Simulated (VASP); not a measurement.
# Zn (Im-3m) in VASP: notebook, part 2 of 2

VASP 6.6.1. The steps go on from the part before.

## (3) Single point, PBEsol

This run uses another cell than the first one, of 15.09 Å³/atom, 1.026 times its volume.

The input, INCAR:

```
  PREC = Accurate
  ENCUT = 520
  EDIFF = 1E-6
  ISMEAR = 0
  SIGMA = 0.15
  LREAL = F
  LASPH = T
  NELM = 60
  ALGO = Normal
  ISIF = 2
  LWAVE = F
  LCHARG = F
  GGA = PS
  NBANDS = 12
```

The input, KPOINTS:

```
regular mesh
0
Gamma
  22 22 22
```

The input, POSCAR:

```
Zn
1.0
   -1.5568204470      1.5568204470      1.5568204470
    1.5568204470     -1.5568204470      1.5568204470
    1.5568204470      1.5568204470     -1.5568204470
Zn
1
Direct
    0.0000000000      0.0000000000      0.0000000000
```

Potentials or basis: VASP PAW PBE potentials, release 64 (Zn).

Launch:

```bash
cat potpaw_PBE.64/Zn/POTCAR > POTCAR
mpirun -np 1 vasp_std > vasp.out
```

OUTCAR:

```text
PREC = Accurate
   ENCUT = 520
   EDIFF = 1E-6
   ISMEAR = 0
   LREAL = F
   LASPH = T
   NELM = 60
   ISIF = 2
   GGA = PS

 ion  position               nearest neighbor table
   1  0.000  0.000  0.000-

  LATTYP: Found a body centered cubic cell.
 ALAT       =     3.1136408940

  Lattice vectors:

 A1 = (  -1.5568204470,   1.5568204470,   1.5568204470)
 A2 = (   1.5568204470,  -1.5568204470,   1.5568204470)
 A3 = (   1.5568204470,   1.5568204470,  -1.5568204470)

Analysis of symmetry for initial positions (statically):
=====================================================================
 Subroutine PRICEL returns:
 Original cell was already a primitive cell.

 Routine SETGRP: Setting up the symmetry group for a
 body centered cubic supercell.

 Subroutine GETGRP returns: Found 48 space group operations
 (whereof 48 operations were pure point group operations)
 out of a pool of 48 trial point group operations.

The static configuration has the point symmetry O_h .

Analysis of symmetry for dynamics (positions and initial velocities):
=====================================================================
 Subroutine PRICEL returns:
 Original cell was already a primitive cell.

 Routine SETGRP: Setting up the symmetry group for a
 body centered cubic supercell.

 Subroutine GETGRP returns: Found 48 space group operations
 (whereof 48 operations were pure point group operations)
 out of a pool of 48 trial point group operations.

The dynamic configuration has the point symmetry O_h .

 Subroutine INISYM returns: Found 48 space group operations
 (whereof 48 operations are pure point group operations),
 and found     1 'primitive' translations

----------------------------------------------------------------------------------------

                                     Primitive cell

  volume of cell :      15.0930

  direct lattice vectors                    reciprocal lattice vectors
    -1.556820447  1.556820447  1.556820447     0.000000000  0.321167416  0.321167416
     1.556820447 -1.556820447  1.556820447     0.321167416  0.000000000  0.321167416
     1.556820447  1.556820447 -1.556820447     0.321167416  0.321167416  0.000000000

  length of vectors
     2.696492112  2.696492112  2.696492112     0.454199315  0.454199315  0.454199315

  position of ions in fractional coordinates (direct lattice)
     0.000000000  0.000000000  0.000000000

  ion indices of the primitive-cell ions
   primitive index   ion index
                 1           1

----------------------------------------------------------------------------------------

 KPOINTS: regular mesh

Automatic generation of k-mesh.
 Grid dimensions read from file:
 generate k-points for:   22   22   22

 Generating k-lattice:

  Cartesian coordinates                     Fractional coordinates (reciprocal lattice)
     0.000000000  0.014598519  0.014598519     0.045454545  0.000000000  0.000000000
     0.014598519  0.000000000  0.014598519     0.000000000  0.045454545  0.000000000
     0.014598519  0.014598519  0.000000000     0.000000000  0.000000000  0.045454545

  Length of vectors
     0.020645423  0.020645423  0.020645423

  Shift w.r.t. Gamma in fractional coordinates (k-lattice)
     0.000000000  0.000000000  0.000000000

 Subroutine IBZKPT returns following result:
 ===========================================

 Found    328 irreducible k-points:

 Following reciprocal coordinates:
            Coordinates               Weight
  0.000000  0.000000  0.000000      1.000000
  0.045455  0.000000  0.000000     12.000000
  0.090909  0.000000  0.000000     12.000000
  0.136364  0.000000  0.000000     12.000000
  0.181818  0.000000  0.000000     12.000000
  0.227273  0.000000  0.000000     12.000000
[... 16 lines left out ...]
  0.090909  0.090909  0.000000     24.000000
  0.136364  0.090909  0.000000     48.000000
 [... further k-points ...]
   k-points           NKPTS =    328   k-points in BZ     NKDIM =    328   number of bands    NBANDS=     12
   number of dos      NEDOS =    301   number of ions     NIONS =      1
   total plane-waves  NPLWV =   8000
   dimension x,y,z NGX =    20 NGY =   20 NGZ =   20
   dimension x,y,z NGXF=    40 NGYF=   40 NGZF=   40
   ions per type =               1
   NGX,Y,Z   is equivalent  to a cutoff of  12.33, 12.33, 12.33 a.u.
   NGXF,Y,Z  is equivalent  to a cutoff of  24.66, 24.66, 24.66 a.u.
 SYSTEM =  unknown system
   PREC   = accura    normal or accurate (medium, high low for compatibility)
   ISTART =      0    job   : 0-new  1-cont  2-samecut
   ICHARG =      2    charge: 1-file 2-atom 10-const
   ISPIN  =      1    spin polarized calculation?
   LNONCOLLINEAR =      F non collinear calculations
   LSORBIT =      F    spin-orbit coupling
   LASPH  =      T    aspherical Exc in radial PAW
   ENCUT  =  520.0 eV  38.22 Ry    6.18 a.u.   5.01  5.01  5.01*2*pi/ulx,y,z
   NELM   =     60;   NELMIN=  2; NELMDL= -5     # of ELM steps
   EDIFF  = 0.1E-05   stopping-criterion for ELM
   LREAL  =      F    real-space projection
   EDIFFG = 0.1E-04   stopping-criterion for IOM
   NSW    =      0    number of steps for IOM
   IBRION =     -1    ionic relax: 0-MD 1-quasi-New 2-CG
   NFREE  =      0    steps in history (QN), initial steepest desc. (CG)
   ISIF   =      2    stress and relaxation
   ISYM   =      2    0-nonsym 1-usesym 2-fastsym
   POTIM  = 0.5000    time-step for ionic-motion
   TEBEG  =    0.0;   TEEND  =   0.0 temperature during run
   PSTRESS=    0.0 pullay stress
   NELECT =      12.0000    total number of electrons
   NUPDOWN=      -1.0000    fix difference up-down
   EMIN   =  10.00;   EMAX   =-10.00  energy-range for DOS
   EFERMI =   0.00;   METHOD = LEGACY
   ISMEAR =     0;   SIGMA  =   0.15  broadening in eV -4-tet -1-fermi 0-gaus
   EFERMI_NEDOS =   21; number of points for ismear=-14 and -15
   IALGO  =     38    algorithm
   IMIX   =      4    mixing-type and parameters
     AMIX     =   0.40;   BMIX     =  1.00
     AMIX_MAG =   1.60;   BMIX_MAG =  1.00
  volume/ion in A,a.u.               =      15.09       101.85
  Fermi-wavevector in a.u.,A,eV,Ry     =   1.516620  2.865996 31.295245  2.300136
  Thomas-Fermi vector in A             =   2.625985
   LORBIT       =      0    0 simple, 1 ext, 2 COOP (PROOUT), +10 PAW based schemes
   GGA     = PS    functional components
   LHFCALC =     F    Hartree Fock is set to
   AEXX    =    0.0000 exact exchange contribution
   IVDW    =     0    specifies the selected vdW correction
   LEPSILON=     F    determine dielectric tensor
   LRPA    =     F    only Hartree local field effects (RPA)
 non-spin polarized calculation
 Gauss-broadening in eV      SIGMA  =   0.15
  energy-cutoff  :      520.00
  volume of cell :       15.09
 maximum number of plane-waves:       420
   NGX =  9   NGY =  9   NGZ =  9

 number of electron      12.0000022 magnetization

 Free energy of the ion-electron system (eV)
  ---------------------------------------------------
  ext. energy  EPLUGINS =         0.00000000
  ---------------------------------------------------
  free energy    TOTEN  =        -1.48571868 eV

  energy without entropy =       -1.48174106  energy(sigma->0) =       -1.48372987

 E-fermi :   3.1384     XC(G=0): -11.7532

 val. band max:        3.1324649594   @ k =   0.4091   0.0455   0.0455
 cond. band min:       3.1646153354   @ k =   0.3636   0.1818   0.0455
 fundamental gap:      0.0321503760
 Fermi energy:         3.1384127127

 k-point     1 :       0.0000    0.0000    0.0000
  band No.  band energies     occupation
      1      -7.4568      2.00000
      2      -4.7019      2.00000
      3      -4.7019      2.00000
      4      -4.7019      2.00000
      5      -4.1788      2.00000
      6      -4.1788      2.00000
      7      22.4026      0.00000
      8      22.4026      0.00000
      9      22.4027      0.00000
     10      24.0130      0.00000
     11      24.0130      0.00000
     12      24.0130      0.00000
[... 331 lines left out ...]
 k-point    24 :       0.1364    0.0909    0.0000
  band No.  band energies     occupation
      1      -6.2657      2.00000
      2      -4.7810      2.00000
      3      -4.7214      2.00000
      4      -4.3761      2.00000
      5      -4.2598      2.00000
      6      -4.1539      2.00000
      7      14.6709      0.00000
      8      16.0008      0.00000
      9      18.4191      0.00000
     10      22.0348      0.00000
     11      23.0281      0.00000
     12      24.5068      0.00000

 [... further k-points ...]

------------------------ aborting loop because EDIFF is reached ----------------------------------------

  FORCE on cell =-STRESS in cart. coord.  units (eV):
  Direction    XX          YY          ZZ          XY          YZ          ZX
  --------------------------------------------------------------------------------------
  -------------------------------------------------------------------------------------
  Total       -0.3074912     -0.3074912     -0.3074912      0.0000000     -0.0000000      0.0000000
  in kB      -32.6413193    -32.6413193    -32.6413193      0.0000000     -0.0000000      0.0000000
  external PRESSURE =     -32.6413193 kB  Pullay stress =       0.0000000 kB

 VOLUME and BASIS-vectors are now :
 -----------------------------------------------------------------------------
  energy-cutoff  :      520.00
  volume of cell :       15.09
      direct lattice vectors                 reciprocal lattice vectors
    -1.556820447  1.556820447  1.556820447     0.000000000  0.321167416  0.321167416
     1.556820447 -1.556820447  1.556820447     0.321167416  0.000000000  0.321167416
     1.556820447  1.556820447 -1.556820447     0.321167416  0.321167416  0.000000000

 POSITION                                       TOTAL-FORCE (eV/Angst)
 -----------------------------------------------------------------------------------
      0.00000      0.00000      0.00000        -0.000000      0.000000      0.000000
 -----------------------------------------------------------------------------------
    total drift:                                0.000000     -0.000000      0.000000

  FREE ENERGIE OF THE ION-ELECTRON SYSTEM (eV)
  ---------------------------------------------------
  free  energy   TOTEN  =        -1.4857186786 eV

  energy  without entropy=       -1.4817410555  energy(sigma->0) =       -1.48372987
```

It took 36 s on 1 thread of Intel Xeon Platinum 8488C (Sapphire Rapids), shared host; peak memory 0.17 GiB.

What came out:

* Free energy: -1.4857 eV
* Pressure: -3.3 GPa
* Band gap on the k mesh: zero (band 6 reaches 7.28 eV, above the bottom of band 7 at 2.13 eV)

Caveat: the PAW data sets were made with another functional, which shifts forces and pressure a little.

## (4) Single point, PBEsol

This run uses another cell than the first one, of 15.47 Å³/atom, 1.052 times its volume.

The input, INCAR:

```
SYSTEM = Zn
PREC = Accurate
ENCUT = 520
EDIFF = 1E-7
ISMEAR = 0
SIGMA = 0.15
LREAL = .FALSE.
LASPH = .TRUE.
NELM = 60
ALGO = Normal
ISIF = 2
LWAVE = .FALSE.
LCHARG = .TRUE.
GGA = PS
LELF = .TRUE.
LVHAR = .TRUE.
NBANDS = 12
```

The input, KPOINTS:

```
regular mesh
0
G
  22 22 22
  0 0 0
```

The input, POSCAR:

```
Zn
1.0
   -1.5698454146      1.5698454146      1.5698454146
    1.5698454146     -1.5698454146      1.5698454146
    1.5698454146      1.5698454146     -1.5698454146
Zn
1
Direct
    0.0000000000      0.0000000000      0.0000000000
```

Launch:

```bash
cat potpaw_PBE.64/Zn/POTCAR > POTCAR
mpirun -np 1 vasp_std > vasp.out
```

It took 42 s on 1 thread of Intel Xeon Platinum 8488C (Sapphire Rapids), shared host; peak memory 0.17 GiB.

Results (log left out):

```
Free energy            : -1.4759 eV
Pressure               : -4.9 GPa
Band gap on the k mesh : zero (band 6 reaches 7.06 eV, above the bottom of band 7 at 1.90 eV)
```

Levels at points of the mesh, in eV from the Fermi level:
| k point | band 2 | band 3 | band 4 | band 5 | band 6 | band 7 | band 8 | band 9 | band 10 | band 11 |
| --- | --- | --- | --- | --- | --- | --- | --- | --- | --- | --- |
| (0.00, 0.00, 0.00) | -7.75 | -7.75 | -7.75 | -7.25 | -7.25 | 18.87 | 18.87 | 18.87 | 20.68 | 20.68 |
| (0.50, 0.00, 0.00) | -8.05 | -7.27 | -7.21 | -6.92 | -2.68 | -1.04 | 11.20 | 12.60 | 15.21 | 16.63 |
| (0.50, 0.50, 0.50) | -8.29 | -6.99 | -6.99 | -6.99 | 4.12 | 4.12 | 4.12 | 7.38 | 8.51 | 8.51 |

Caveat: the PAW data sets were made with another functional, which shifts forces and pressure a little.

## (5) The runs side by side

```tsv
cell	gap on the mesh (eV)	pressure (GPa)
a = 2.673 Å, angles 109.5°, 1 atom	none	-1.6
a = 2.696 Å, angles 109.5°, 1 atom	none	-3.3
a = 2.719 Å, angles 109.5°, 1 atom	none	-4.9
```

Alike in all rows: task single point; level PBEsol; potentials or basis VASP PAW PBE potentials, release 64 (Zn); no spin polarisation; k mesh 22 × 22 × 22; cutoff (eV) 520; smearing gaussian 0.15 eV.

Caveats: the PAW data sets were made with another functional, which shifts forces and pressure a little.

Absolute energies hang on the potentials; compare differences alone.
